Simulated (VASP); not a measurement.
# SnTe (Pm-3m) in VASP: a series of runs, part 2 of 2

VASP 6.6.1.

### Step 4. Single point, PBE0

This run uses another cell than the first one, of 29.77 Å³/atom.

File POSCAR:

```
SnTe
1.0
    3.9047000000      0.0000000000      0.0000000000
    0.0000000000      3.9047000000      0.0000000000
    0.0000000000      0.0000000000      3.9047000000
Te Sn
1 1
Direct
    0.5000000000      0.5000000000      0.5000000000
    0.0000000000      0.0000000000      0.0000000000
```

File INCAR.step1:

```
SYSTEM = SnTe
ALGO     = Normal         ! electronic algorithm
EDIFF    = 1E-5           ! SCF threshold, eV
ENCUT    = 520            ! plane-wave cutoff, eV
GGA      = PE             ! functional
ISIF     = 2              ! what is computed and relaxed
ISMEAR   = -1             ! smearing method
LASPH    = .True.         ! aspherical terms in the spheres
LREAL    = .False.        ! projectors in reciprocal space
LWAVE    = .True.         ! write WAVECAR
NBANDS   = 17             ! bands
NELM     = 100            ! most SCF steps
PREC     = Accurate       ! precision mode
SIGMA    = 0.05           ! smearing width, eV
```

File INCAR.step2:

```
SYSTEM = SnTe
AEXX     = 0.25           ! exact-exchange fraction
ALGO     = Normal         ! electronic algorithm
EDIFF    = 1E-7           ! SCF threshold, eV
ENCUT    = 520            ! plane-wave cutoff, eV
GGA      = PE             ! functional
ISIF     = 2              ! what is computed and relaxed
ISMEAR   = -1             ! smearing method
ISTART   = 1            
LASPH    = .True.         ! aspherical terms in the spheres
LCHARG   = .True.         ! write CHGCAR
LELF     = .True.         ! ELF
LHFCALC  = .True.         ! exact exchange
LREAL    = .False.        ! projectors in reciprocal space
LVHAR    = .True.       
LWAVE    = .False.        ! write WAVECAR
NBANDS   = 17             ! bands
NELM     = 100            ! most SCF steps
PREC     = Accurate       ! precision mode
PRECFOCK = Normal       
SIGMA    = 0.05           ! smearing width, eV
```

File KPOINTS:

```
k-points
0
Gamma
  4 4 4
  0 0 0
```

Potentials or basis: VASP PAW PBE potentials, release 64 (Te, Sn_d).

Started as:

```bash
cat potpaw_PBE.64/Te/POTCAR potpaw_PBE.64/Sn_d/POTCAR > POTCAR
cp INCAR.step1 INCAR
mpirun -np 1 vasp_std > vasp.out
cp INCAR.step2 INCAR
mpirun -np 1 vasp_std > vasp.out
```

OUTCAR:

```text
SYSTEM = SnTe
   AEXX = 0.25
   EDIFF = 1E-7
   ENCUT = 520
   GGA = PE
   ISIF = 2
   ISMEAR = -1
   ISTART = 1
   LASPH = .True.
   LHFCALC = .True.
   LREAL = .False.
   NELM = 100
   PREC = Accurate
   PRECFOCK = Normal

 ion  position               nearest neighbor table
   1  0.500  0.500  0.500-   2 3.38   2 3.38   2 3.38   2 3.38   2 3.38   2 3.38   2 3.38   2 3.38

   2  0.000  0.000  0.000-   1 3.38   1 3.38   1 3.38   1 3.38   1 3.38   1 3.38   1 3.38   1 3.38

  LATTYP: Found a simple cubic cell.
 ALAT       =     3.9047000000

  Lattice vectors:

 A1 = (   3.9047000000,   0.0000000000,   0.0000000000)
 A2 = (   0.0000000000,   3.9047000000,   0.0000000000)
 A3 = (   0.0000000000,   0.0000000000,   3.9047000000)

Analysis of symmetry for initial positions (statically):
=====================================================================
 Subroutine PRICEL returns:
 Original cell was already a primitive cell.

 Routine SETGRP: Setting up the symmetry group for a
 simple cubic supercell.

 Subroutine GETGRP returns: Found 48 space group operations
 (whereof 48 operations were pure point group operations)
 out of a pool of 48 trial point group operations.

The static configuration has the point symmetry O_h .

Analysis of symmetry for dynamics (positions and initial velocities):
=====================================================================
 Subroutine PRICEL returns:
 Original cell was already a primitive cell.

 Routine SETGRP: Setting up the symmetry group for a
 simple cubic supercell.

 Subroutine GETGRP returns: Found 48 space group operations
 (whereof 48 operations were pure point group operations)
 out of a pool of 48 trial point group operations.

The dynamic configuration has the point symmetry O_h .

 Subroutine INISYM returns: Found 48 space group operations
 (whereof 48 operations are pure point group operations),
[... 105 lines left out ...]
   LORBIT       =      0    0 simple, 1 ext, 2 COOP (PROOUT), +10 PAW based schemes
   GGA     = PE    functional components
   LHFCALC =     T    Hartree Fock is set to
   PRECFOCK=normal    Normal, Fast or Accurate (Low or Medium for compatibility)
   ENCUT4O =  -1.0   cutoff for four orbital integrals eV
   NKREDX  =     1    reduce k-point grid by
   NKREDY  =     1    reduce k-point grid by
   NKREDZ  =     1    reduce k-point grid by
   AEXX    =    0.2500 exact exchange contribution
   HFSCREEN=    0.0000 screening length (either q_TF or 0.3 A-1)
   HFSCREENC=   0.0000 screening length for correlation (either q_TF or 0.3 A-1)
   ENCUTFOCK=  -1.0 apply spherical cutoff to Coloumb kernel
   IVDW    =     0    specifies the selected vdW correction
   LEPSILON=     F    determine dielectric tensor
   LRPA    =     F    only Hartree local field effects (RPA)
 non-spin polarized calculation
  energy-cutoff  :      520.00
  volume of cell :       59.53
 maximum number of plane-waves:      1628
 NGX is ok and might be reduce to    30
  NGX = 24; NGY = 24; NGZ = 24

 number of electron      19.9999983 magnetization

 Free energy of the ion-electron system (eV)
  ---------------------------------------------------
  ext. energy  EPLUGINS =         0.00000000
  ---------------------------------------------------
  free energy    TOTEN  =        -9.28451822 eV

  energy without entropy =       -9.27373553  energy(sigma->0) =       -9.27912688

 E-fermi :   7.0312     XC(G=0):  -7.8016

 val. band max:        6.5119961554   @ k =   0.5000   0.2500   0.0000
 cond. band min:       7.0868650802   @ k =   0.5000   0.2500   0.2500
 fundamental gap:      0.5748689248
 Fermi energy:         7.0312156787

 k-point     1 :       0.0000    0.0000    0.0000
  band No.  band energies     occupation
      1     -17.6693      2.00000
      2     -17.6693      2.00000
      3     -17.6327      2.00000
      4     -17.6327      2.00000
      5     -17.6327      2.00000
      6      -7.1485      2.00000
[... 177 lines left out ...]
      4     -17.6183      2.00000
      5     -17.6183      2.00000
      6      -4.2322      2.00000
[... 9 lines left out ...]
     16      22.3549      0.00000
     17      23.5833      0.00000

------------------------ aborting loop because EDIFF is reached ----------------------------------------

  FORCE on cell =-STRESS in cart. coord.  units (eV):
  Direction    XX          YY          ZZ          XY          YZ          ZX
  --------------------------------------------------------------------------------------
  -------------------------------------------------------------------------------------
  Total       -0.3603224     -0.3603224     -0.3603224      0.0000000     -0.0000000     -0.0000000
  in kB       -9.6970308     -9.6970308     -9.6970308      0.0000000     -0.0000000     -0.0000000
  external PRESSURE =      -9.6970308 kB  Pullay stress =       0.0000000 kB

 VOLUME and BASIS-vectors are now :
 -----------------------------------------------------------------------------
  energy-cutoff  :      520.00
  volume of cell :       59.53
      direct lattice vectors                 reciprocal lattice vectors
     3.904700000  0.000000000  0.000000000     0.256101621  0.000000000  0.000000000
     0.000000000  3.904700000  0.000000000     0.000000000  0.256101621  0.000000000
     0.000000000  0.000000000  3.904700000     0.000000000  0.000000000  0.256101621

 POSITION                                       TOTAL-FORCE (eV/Angst)
 -----------------------------------------------------------------------------------
      1.95235      1.95235      1.95235         0.000000      0.000000      0.000000
      0.00000      0.00000      0.00000         0.000000      0.000000      0.000000
 -----------------------------------------------------------------------------------
    total drift:                               -0.000001     -0.000001     -0.000000

  FREE ENERGIE OF THE ION-ELECTRON SYSTEM (eV)
  ---------------------------------------------------
  free  energy   TOTEN  =        -9.2845182240 eV

  energy  without entropy=       -9.2737355275  energy(sigma->0) =       -9.27912688
```

OUTCAR.step1:

```text
SYSTEM = SnTe
   EDIFF = 1E-5
   ENCUT = 520
   GGA = PE
   ISIF = 2
   ISMEAR = -1
   LASPH = .True.
[... 405 lines left out ...]
      1.95235      1.95235      1.95235         0.000000      0.000000      0.000000
      0.00000      0.00000      0.00000         0.000000      0.000000      0.000000
 -----------------------------------------------------------------------------------
    total drift:                                0.000000     -0.000000     -0.000000

  FREE ENERGIE OF THE ION-ELECTRON SYSTEM (eV)
  ---------------------------------------------------
  free  energy   TOTEN  =        -6.9217311161 eV

  energy  without entropy=       -6.8931742881  energy(sigma->0) =       -6.90745270
```

It took 22 min on 1 thread of Intel Xeon Platinum 8259CL at 2.50GHz (Skylake/Cascade Lake), shared host; peak memory 0.18 GiB.

What came out:

- Free energy: -9.2845 eV
- Pressure: -1.0 GPa
- Band gap on the k mesh: zero (bands 10 and 11 overlap by 2.13 eV)

Levels at points of the mesh, in eV from the Fermi level:
| k point | band 7 | band 8 | band 9 | band 10 | band 11 | band 12 | band 13 | band 14 |
| --- | --- | --- | --- | --- | --- | --- | --- | --- |
| (0.00, 0.00, 0.00) | -6.31 | -2.56 | -2.56 | -2.56 | 4.20 | 4.20 | 6.33 | 6.33 |
| (0.50, 0.00, 0.00) | -9.76 | -0.85 | -0.85 | 0.23 | 0.58 | 2.69 | 2.69 | 6.19 |
| (0.50, 0.50, 0.00) | -7.68 | -5.95 | -5.95 | 0.40 | 4.10 | 4.66 | 4.66 | 6.72 |
| (0.50, 0.50, 0.50) | -6.39 | -3.73 | -3.73 | -3.73 | -1.73 | -1.73 | -1.73 | 15.32 |

Caveat: the k points lie up to 0.40 Å⁻¹ apart, too coarse for converged energies and pressures of a metal; the PAW data sets were made with another functional, which shifts forces and pressure a little; spin-orbit coupling is left out, which moves the levels of the heavy elements.

### Step 5. Overview

```tsv
level	cell	gap on the mesh (eV)	pressure (GPa)
PBEsol-based global hybrid with 25 % exact exchange	a = 3.843 Å, 2 atoms	none	-2.6
PBE0	a = 3.888 Å, 2 atoms	none	-0.3
PBE0	a = 3.905 Å, 2 atoms	none	-1.0
```

Alike in all rows: task single point; potentials or basis VASP PAW PBE potentials, release 64 (Te, Sn_d); no spin polarisation; k mesh 4 × 4 × 4; cutoff (eV) 520; smearing fermi-dirac 0.05 eV.

Caveats: all runs use coarse meshes; the PAW data sets were made with another functional, which shifts forces and pressure a little; spin-orbit coupling is left out, which moves the levels of the heavy elements.

Total energies depend on the potentials used, so only differences within one code and one set of settings carry meaning.
